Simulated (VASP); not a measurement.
# Al2O3 (P1) in VASP: single point with PBE

Aim: the single point of Al2O3 with PBE.

All numbers are computed with VASP 6.6.1; they aren't measurements. Logs are shortened: lines on timing, memory, paths and dates and some standing lists are left out, and cuts for length are marked.

## Step 1: The cell of the first run

The typed cell holds 40 atoms: a = 7.069 Å, b = 7.069 Å, c = 7.069 Å, α = 85.73°, β = 85.73°, γ = 85.73°.

## Step 2: Single point, PBE

INCAR

```
SYSTEM = Al2O3
PREC = Accurate
ENCUT = 520
EDIFF = 1E-6
ISMEAR = 0
SIGMA = 0.02
LREAL = Auto
LASPH = .TRUE.
NELM = 100
ALGO = Normal
ISIF = 2
LWAVE = .FALSE.
LCHARG = .FALSE.
GGA = PE
NBANDS = 122
```

KPOINTS

```
Automatic mesh
0
Gamma
  2 2 2
  0.5 0.5 0.5
```

POSCAR

```
Al2O3
1.0
    4.8085977694      2.7762452166     -4.3749119519
    0.0000000000     -5.5524904332     -4.3749119519
   -4.8085977694      2.7762452166     -4.3749119519
Al O
16 24
Direct
    0.8505338284      0.3528472162      0.3527527944
    0.3505350323      0.3526339660      0.8527232185
    0.3503592144      0.8527994663      0.3530380619
    0.8503367291      0.8528720419      0.8529739006
    0.6461732783      0.1485208875      0.1488300375
    0.1461289992      0.1484490293      0.6487885965
    0.1464634066      0.6485049047      0.1484532732
    0.6464423342      0.6486185311      0.6485222553
    0.3506427470      0.8528123187      0.8528078438
    0.8508639633      0.8527552555      0.3528302148
    0.8502664506      0.3528779602      0.8529513542
    0.3503317893      0.3526855329      0.3530470566
    0.1461895469      0.6485360564      0.6488352733
    0.6461346306      0.6486904450      0.1487789410
    0.6464117530      0.1486680760      0.6484632164
    0.1463869743      0.1486132549      0.1485036153
    0.5953478404      0.7508303661      0.9040290532
    0.0954115986      0.7507100973      0.4041321896
    0.0951224902      0.2507805932      0.9039734031
    0.5952506062      0.2507081308      0.4038563559
    0.5952923458      0.9037822994      0.2509235240
    0.0952541861      0.9037961668      0.7508827825
    0.0954157064      0.4038929308      0.2509065965
    0.5953707926      0.4039568021      0.7508365406
    0.4014247737      0.0976964448      0.7509295493
    0.9015230117      0.0977065893      0.2509175589
    0.9014634109      0.5976872539      0.7508057877
    0.4014686667      0.5975247355      0.2509150331
    0.2484692463      0.9037862666      0.0977696348
    0.7484441622      0.9038633586      0.5976794290
    0.7484198385      0.4039339811      0.0977676590
    0.2484403855      0.4036966248      0.5978594852
    0.7483188855      0.0976690762      0.9040213237
    0.2483496605      0.0976121061      0.4039829780
    0.2484268313      0.5975937790      0.9038903798
    0.7485106932      0.5975439711      0.4038746038
    0.4014328006      0.2507052821      0.0976609013
    0.9013834833      0.2508001833      0.5977303023
    0.9016527136      0.7508050929      0.0978229282
    0.4015708832      0.7507438048      0.5977927761
```

Potentials or basis: VASP PAW PBE potentials, release 64 (Al, O).

Started as:

```sh
> cat potpaw_PBE.64/Al/POTCAR potpaw_PBE.64/O/POTCAR > POTCAR
> mpirun -np 1 vasp_std > vasp.out
```

OUTCAR:

```text
SYSTEM = Al2O3
   PREC = Accurate
   ENCUT = 520
   EDIFF = 1E-6
   ISMEAR = 0
   LREAL = Auto
   LASPH = .TRUE.
   NELM = 100
   ISIF = 2
   GGA = PE

 ion  position               nearest neighbor table
   1  0.851  0.353  0.353-  36 1.87  23 1.87  38 1.88  31 1.99  26 1.99  20 1.99   5 2.68  15 2.82
                            14 2.82  16 2.82   8 3.25   7 3.25   6 3.25
   2  0.351  0.353  0.853-  24 1.87  37 1.87  35 1.88  25 1.99  32 1.99  19 1.99   6 2.68  16 2.82
                            15 2.82  13 2.82   7 3.25   5 3.25   8 3.25
   3  0.350  0.853  0.353-  34 1.87  40 1.87  21 1.88  18 1.99  29 1.99  28 1.99   7 2.68  14 2.82
                            13 2.82  16 2.82   6 3.25   5 3.25   8 3.25
   4  0.850  0.853  0.853-  33 1.87  22 1.88  39 1.88  17 1.99  30 1.99  27 1.99   8 2.68  14 2.82
                            15 2.82  13 2.82   6 3.25   5 3.25   7 3.25
   5  0.646  0.149  0.149-  21 1.87  33 1.87  37 1.87  20 1.99  26 1.99  31 1.99   1 2.68  12 2.82
                            11 2.82  10 2.82   4 3.25   3 3.25   2 3.25
   6  0.146  0.148  0.649-  22 1.87  34 1.87  38 1.87  19 1.99  25 1.99  32 1.99   2 2.68   9 2.82
                            12 2.82  11 2.82   4 3.25   3 3.25   1 3.25
   7  0.146  0.649  0.148-  35 1.87  23 1.87  39 1.87  28 1.99  29 1.99  18 1.99   3 2.68   9 2.82
                            10 2.82  12 2.82   2 3.25   1 3.25   4 3.25
   8  0.646  0.649  0.649-  36 1.87  24 1.87  40 1.87  27 1.99  30 1.99  17 1.99   4 2.68  11 2.82
                            10 2.82   9 2.82   1 3.25   3 3.25   2 3.25
   9  0.351  0.853  0.853-  17 1.87  25 1.87  29 1.88  40 1.99  35 1.99  22 1.99  13 2.68   7 2.82
[... 37 lines left out ...]
  39  0.902  0.751  0.098-   7 1.87   4 1.88  10 1.99  14 1.99
  40  0.402  0.751  0.598-   3 1.87   8 1.87   9 1.99  13 1.99

  LATTYP: Found a trigonal (rhomboedric) cell.
 ALAT       =     7.0689464984
 COS(alpha) =     0.0745403090

  Lattice vectors:

 A1 = (   4.8085977694,   2.7762452166,  -4.3749119519)
 A2 = (   0.0000000000,  -5.5524904332,  -4.3749119519)
 A3 = (  -4.8085977694,   2.7762452166,  -4.3749119519)

Analysis of symmetry for initial positions (statically):
=====================================================================
 Subroutine PRICEL returns:
 Original cell was already a primitive cell.

 Routine SETGRP: Setting up the symmetry group for a
 trigonal (rhombohedral) supercell.

 Subroutine GETGRP returns: Found  1 space group operations
 (whereof  1 operations were pure point group operations)
 out of a pool of 12 trial point group operations.

The static configuration has the point symmetry C_1 .

Analysis of symmetry for dynamics (positions and initial velocities):
=====================================================================
 Subroutine PRICEL returns:
 Original cell was already a primitive cell.

 Routine SETGRP: Setting up the symmetry group for a
 trigonal (rhombohedral) supercell.

 Subroutine GETGRP returns: Found  1 space group operations
 (whereof  1 operations were pure point group operations)
 out of a pool of 12 trial point group operations.

The dynamic configuration has the point symmetry C_1 .

 Subroutine INISYM returns: Found  1 space group operations
 (whereof  1 operations are pure point group operations),
 and found     1 'primitive' translations

----------------------------------------------------------------------------------------

                                     Primitive cell

  volume of cell :     350.4264

  direct lattice vectors                    reciprocal lattice vectors
     4.808597769  2.776245217 -4.374911952     0.103980417  0.060033122 -0.076192010
     0.000000000 -5.552490433 -4.374911952     0.000000000 -0.120066243 -0.076192010
    -4.808597769  2.776245217 -4.374911952    -0.103980417  0.060033122 -0.076192010

  length of vectors
     7.068946498  7.068946498  7.068946498     0.142201002  0.142201002  0.142201002

  position of ions in fractional coordinates (direct lattice)
     0.850533828  0.352847216  0.352752794
     0.350535032  0.352633966  0.852723219
     0.350359214  0.852799466  0.353038062
     0.850336729  0.852872042  0.852973901
     0.646173278  0.148520887  0.148830037
     0.146128999  0.148449029  0.648788596
[... 32 lines left out ...]
     0.901652714  0.750805093  0.097822928
     0.401570883  0.750743805  0.597792776

  ion indices of the primitive-cell ions
   primitive index   ion index
                 1           1
                 2           2
                 3           3
                 4           4
                 5           5
                 6           6
[... 32 lines left out ...]
                39          39
                40          40

----------------------------------------------------------------------------------------

 KPOINTS: Automatic mesh

Automatic generation of k-mesh.
 Grid dimensions read from file:
 generate k-points for:    2    2    2

 Generating k-lattice:

  Cartesian coordinates                     Fractional coordinates (reciprocal lattice)
     0.051990208  0.030016561 -0.038096005     0.500000000  0.000000000  0.000000000
     0.000000000 -0.060033122 -0.038096005     0.000000000  0.500000000  0.000000000
    -0.051990208  0.030016561 -0.038096005     0.000000000  0.000000000  0.500000000

  Length of vectors
     0.071100501  0.071100501  0.071100501

  Shift w.r.t. Gamma in fractional coordinates (k-lattice)
     0.500000000  0.500000000  0.500000000

 Subroutine IBZKPT returns following result:
 ===========================================

 Found      4 irreducible k-points:

 Following reciprocal coordinates:
            Coordinates               Weight
  0.250000  0.250000  0.250000      2.000000
 -0.250000  0.250000  0.250000      2.000000
  0.250000 -0.250000  0.250000      2.000000
  0.250000  0.250000 -0.250000      2.000000
   k-points           NKPTS =      4   k-points in BZ     NKDIM =      4   number of bands    NBANDS=    122
   number of dos      NEDOS =    301   number of ions     NIONS =     40
   total plane-waves  NPLWV = 157464
   dimension x,y,z NGX =    54 NGY =   54 NGZ =   54
   dimension x,y,z NGXF=   108 NGYF=  108 NGZF=  108
   ions per type =              16  24
   NGX,Y,Z   is equivalent  to a cutoff of  12.70, 12.70, 12.70 a.u.
   NGXF,Y,Z  is equivalent  to a cutoff of  25.40, 25.40, 25.40 a.u.
 SYSTEM =  Al2O3
   PREC   = accura    normal or accurate (medium, high low for compatibility)
   ISTART =      0    job   : 0-new  1-cont  2-samecut
   ICHARG =      2    charge: 1-file 2-atom 10-const
   ISPIN  =      1    spin polarized calculation?
   LNONCOLLINEAR =      F non collinear calculations
   LSORBIT =      F    spin-orbit coupling
   LASPH  =      T    aspherical Exc in radial PAW
   ENCUT  =  520.0 eV  38.22 Ry    6.18 a.u.  13.14 13.14 13.14*2*pi/ulx,y,z
   NELM   =    100;   NELMIN=  2; NELMDL= -5     # of ELM steps
   EDIFF  = 0.1E-05   stopping-criterion for ELM
   LREAL  =      T    real-space projection
   EDIFFG = 0.1E-04   stopping-criterion for IOM
   NSW    =      0    number of steps for IOM
   IBRION =     -1    ionic relax: 0-MD 1-quasi-New 2-CG
   NFREE  =      0    steps in history (QN), initial steepest desc. (CG)
   ISIF   =      2    stress and relaxation
   ISYM   =      2    0-nonsym 1-usesym 2-fastsym
   POTIM  = 0.5000    time-step for ionic-motion
   TEBEG  =    0.0;   TEEND  =   0.0 temperature during run
   PSTRESS=    0.0 pullay stress
   NELECT =     192.0000    total number of electrons
   NUPDOWN=      -1.0000    fix difference up-down
   EMIN   =  10.00;   EMAX   =-10.00  energy-range for DOS
   EFERMI =   0.00;   METHOD = LEGACY
   ISMEAR =     0;   SIGMA  =   0.02  broadening in eV -4-tet -1-fermi 0-gaus
   EFERMI_NEDOS =   21; number of points for ismear=-14 and -15
   IALGO  =     38    algorithm
   IMIX   =      4    mixing-type and parameters
     AMIX     =   0.40;   BMIX     =  1.00
     AMIX_MAG =   1.60;   BMIX_MAG =  1.00
  volume/ion in A,a.u.               =       8.76        59.12
  Fermi-wavevector in a.u.,A,eV,Ry     =   1.339604  2.531484 24.416168  1.794538
  Thomas-Fermi vector in A             =   2.467982
   LORBIT       =      0    0 simple, 1 ext, 2 COOP (PROOUT), +10 PAW based schemes
   GGA     = PE    functional components
   LHFCALC =     F    Hartree Fock is set to
   AEXX    =    0.0000 exact exchange contribution
   IVDW    =     0    specifies the selected vdW correction
   LEPSILON=     F    determine dielectric tensor
   LRPA    =     F    only Hartree local field effects (RPA)
 non-spin polarized calculation
 Gauss-broadening in eV      SIGMA  =   0.02
  energy-cutoff  :      520.00
  volume of cell :      350.43
 maximum number of plane-waves:      9448
 NGX is ok and might be reduce to    54
   NGX = 27   NGY = 27   NGZ = 27

 number of electron     191.9999960 magnetization

 Free energy of the ion-electron system (eV)
  ---------------------------------------------------
  ext. energy  EPLUGINS =         0.00000000
  ---------------------------------------------------
  free energy    TOTEN  =      -299.26252935 eV

  energy without entropy =     -299.26252935  energy(sigma->0) =     -299.26252935

 E-fermi :   5.8147     XC(G=0): -11.5378

 val. band max:        5.7017093248   @ k =   0.2500   0.2500   0.2500
 cond. band min:      12.6482347889   @ k =   0.2500   0.2500   0.2500
 fundamental gap:      6.9465254640
 Fermi energy:         5.8147289078

 k-point     1 :       0.2500    0.2500    0.2500
  band No.  band energies     occupation
      1     -12.9558      2.00000
      2     -12.2099      2.00000
      3     -12.2090      2.00000
      4     -12.2081      2.00000
      5     -11.6942      2.00000
      6     -11.6933      2.00000
[... 100 lines left out ...]
    107      15.3847      0.00000
    108      15.7844      0.00000

 k-point     2 :      -0.2500    0.2500    0.2500
  band No.  band energies     occupation
      1     -12.9097      2.00000
      2     -12.3076      2.00000
      3     -12.2393      2.00000
      4     -12.2382      2.00000
      5     -11.7805      2.00000
      6     -11.6452      2.00000
[... 100 lines left out ...]
    107      15.6665      0.00000
    108      15.9059      0.00000

 k-point     3 :       0.2500   -0.2500    0.2500
  band No.  band energies     occupation
      1     -12.9097      2.00000
      2     -12.3075      2.00000
      3     -12.2390      2.00000
      4     -12.2386      2.00000
      5     -11.7806      2.00000
      6     -11.6448      2.00000
[... 100 lines left out ...]
    107      15.6663      0.00000
    108      15.9063      0.00000

 k-point     4 :       0.2500    0.2500   -0.2500
  band No.  band energies     occupation
      1     -12.9097      2.00000
      2     -12.3074      2.00000
      3     -12.2395      2.00000
      4     -12.2382      2.00000
      5     -11.7805      2.00000
      6     -11.6454      2.00000
[... 100 lines left out ...]
    107      15.6663      0.00000
    108      15.9057      0.00000
 [bands above 108 left out]

------------------------ aborting loop because EDIFF is reached ----------------------------------------

  FORCE on cell =-STRESS in cart. coord.  units (eV):
  Direction    XX          YY          ZZ          XY          YZ          ZX
  --------------------------------------------------------------------------------------
  -------------------------------------------------------------------------------------
  Total       -0.2580054     -0.2289929     -0.3753488     -0.0268099      0.0031698      0.0200620
  in kB       -1.1796211     -1.0469737     -1.7161245     -0.1225768      0.0144924      0.0917248
  external PRESSURE =      -1.3142398 kB  Pullay stress =       0.0000000 kB

 VOLUME and BASIS-vectors are now :
 -----------------------------------------------------------------------------
  energy-cutoff  :      520.00
  volume of cell :      350.43
      direct lattice vectors                 reciprocal lattice vectors
     4.808597769  2.776245217 -4.374911952     0.103980417  0.060033122 -0.076192010
     0.000000000 -5.552490433 -4.374911952     0.000000000 -0.120066243 -0.076192010
    -4.808597769  2.776245217 -4.374911952    -0.103980417  0.060033122 -0.076192010

 POSITION                                       TOTAL-FORCE (eV/Angst)
 -----------------------------------------------------------------------------------
      2.39363      1.38144     -6.80795         0.002916      0.005552     -0.017456
     -2.41482      1.38254     -6.80689        -0.007370     -0.007215     -0.029857
     -0.01288     -2.78236     -6.80822         0.011898      0.005586     -0.013001
     -0.01268     -0.00676    -11.18307         0.005133      0.006892     -0.021471
      2.39152      1.38246     -4.12784         0.008298     -0.004644      0.009623
     -2.41709      1.38262     -4.12715         0.000142     -0.012483      0.005641
[... 32 lines left out ...]
      3.86529     -1.39405     -7.65732        -0.000481     -0.005176      0.008789
     -0.94355     -1.39402     -7.65657        -0.002107      0.001155     -0.001529
 -----------------------------------------------------------------------------------
    total drift:                               -0.020508     -0.012490      0.002086

  FREE ENERGIE OF THE ION-ELECTRON SYSTEM (eV)
  ---------------------------------------------------
  free  energy   TOTEN  =      -299.2625293526 eV

  energy  without entropy=     -299.2625293526  energy(sigma->0) =     -299.26252935
```

It took 5.4 min on 1 thread of Oxide Virtual Turin-like, shared host; peak memory 0.38 GiB.

What came out:

```
Free energy            : -299.2625 eV
Pressure               : -0.1 GPa
Largest force          : 0.032 eV/Å
Band gap on the k mesh : 6.95 eV
```

Forces in eV/Å, atoms in the order of the input:
```
Al   0.003  0.006 -0.017
Al  -0.007 -0.007 -0.030
Al   0.012  0.006 -0.013
Al   0.005  0.007 -0.021
Al   0.008 -0.005  0.010
Al   0.000 -0.012  0.006
Al  -0.018  0.003 -0.003
Al  -0.011 -0.004  0.009
Al  -0.011  0.002 -0.013
Al  -0.018 -0.011 -0.005
Al   0.005  0.008 -0.020
Al   0.011 -0.008 -0.017
Al   0.008  0.005  0.005
Al   0.003  0.010  0.004
Al  -0.022  0.007  0.010
Al  -0.018  0.002  0.010
O    0.006 -0.003  0.006
O    0.009 -0.008  0.008
O    0.008  0.000  0.003
O   -0.005 -0.003 -0.001
O   -0.002  0.002  0.001
O   -0.004  0.001 -0.003
O   -0.004  0.001  0.012
O   -0.006  0.004  0.013
O    0.021  0.004 -0.001
O    0.010  0.000  0.001
O   -0.006  0.003  0.000
O    0.003 -0.006 -0.003
O    0.006  0.002  0.010
O    0.002  0.003  0.006
O   -0.002  0.001  0.010
O   -0.001 -0.010  0.004
O    0.006 -0.003  0.009
O    0.000  0.000  0.003
O    0.010  0.004  0.009
O   -0.004 -0.008 -0.002
O   -0.002  0.006 -0.004
O    0.006  0.007  0.000
O    0.000 -0.005  0.009
O   -0.002  0.001 -0.002
```

Levels at points of the mesh, in eV from the valence-band top:
```
           k point  band 94  band 95  band 96  band 97  band 98  band 99
(0.25, 0.25, 0.25)    -0.26     0.00     0.00     6.95     9.02     9.13
```

A k mesh can miss the band edges. As with any semilocal functional, this PBE gap is likely too small.
